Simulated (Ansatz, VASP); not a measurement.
# One calculation of Li, two programs

```xyz
4
Lattice="2.8838 -1.9059 0.0000 2.8838 1.9059 0.0000 0.0000 0.0000 7.7748" Properties=species:S:1:pos:R:3 pbc="T T T"
Li    2.8838   -1.3342    0.9097
Li    2.8838   -0.5718    4.7971
Li    2.8838    1.3342    6.8652
Li    2.8838    0.5718    2.9778
```

Alike in both runs: task relaxation of cell and atoms; functional PBEsol; k mesh 6 × 6 × 2; occupations gaussian, width 0.1 eV; no spin polarisation.

```csv
,VASP,Ansatz
version,VASP 6.6.1,Ansatz 0.2.0
potentials or method,"VASP PAW PBE potentials, release 64 (Li_sv), cutoff 600 eV","scalar-relativistic, plane waves, PAW"
valence electrons in the cell,12,12
```

VASP gave:

- gap on the k mesh at the Fermi level, each at its own relaxed structure (eV): none
- relaxed volume (Å³/atom): 19.79
- relaxed cell length with the largest relative difference (Å): 9.319

Question: What did Ansatz give for the same quantities?

Answer: gap on the k mesh at the Fermi level, each at its own relaxed structure (eV): none; relaxed volume (Å³/atom): 19.94; relaxed cell length with the largest relative difference (Å): 7.812.

VASP's potentials were made for PBE, not for PBEsol. A gap of «none» marks a metal or a gap that the smearing closes. One of these differences is far larger than is usual between the two programs; its cause wasn't traced.

The k mesh is coarse, so the values compare programs but aren't converged. Noted on VASP's run: the cutoff is short for stress, so the pressure is rough.
